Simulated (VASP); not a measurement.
GaCo:

```
Ga Co
1.0
     2.87800    0.00000    0.00000
     0.00000    2.87800    0.00000
     0.00000    0.00000    2.87800
Ga Co
1 1
Direct
  0.50000 0.50000 0.50000
  0.00000 0.00000 0.00000
```

Base run:

```yaml
Program: VASP 6.6.1
Functional: LDA
Potentials_or_basis: VASP PAW LDA potentials, release 64 (Ga_d, Co)
Cutoff: 520 eV
k_mesh: 11 × 11 × 11
Occupations: fermi-dirac, width 0.08 eV
Spin: collinear spin, ferromagnetic start
Starting_moments: "[0.0, 0.5] μB"
Fixed_moment: 0.5 μB
```

Its results: pressure -11.5 GPa; site moments Ga -0.01; Co +0.51 μB.

Q: The run is repeated on the same cell with these changes: fixed moment from 0.5 μB to 1.4 μB; moments at the start from [0.0, 0.5] to [0.0, 1.4]. What comes out?

A: Pressure -4.6 GPa; site moments Ga +0.03; Co +1.32 μB.

Caveats: the cell stands under tension; the total moment is fixed, so each spin has its own Fermi level and the state may be an excited one.
